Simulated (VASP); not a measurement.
**Zn: single point with PBE**

The system is Zn.

```
Zn
1.0
     0.00000    1.75901    1.75901
     1.75901    0.00000    1.75901
     1.75901    1.75901    0.00000
Zn
1
Cartesian
  0.0000 0.0000 0.0000
```

This isn't the form of Zn at room conditions, which is hcp.

```yaml
Program: VASP 6.6.1
Task: single point
Functional: PBE
Potentials_or_basis: VASP PAW PBE potentials, release 64 (Zn)
Cutoff: 520 eV
k_mesh: 19 × 19 × 19
Occupations: fermi-dirac, width 0.05 eV
Spin: no spin polarisation
Dipole_correction: no
Further_INCAR_settings: ALGO = Normal; EDIFF = 1e-06; NBANDS = 12
```

```
Pressure               : 55.2 GPa
Band gap on the k mesh : zero (bands 6 and 7 overlap by 2.80 eV)
```

Levels at points of the mesh, in eV from the Fermi level:
```tsv
k point	band 2	band 3	band 4	band 5	band 6	band 7	band 8	band 9	band 10	band 11
(0.00, 0.00, 0.00)	-8.99	-8.99	-8.99	-8.29	-8.29	21.28	23.08	23.09	23.09	25.58
```

Wall time 24 s on 1 thread of Intel Xeon 8259CL (shared host), peak memory 0.14 GiB.

Caveat: the cell stands under pressure.
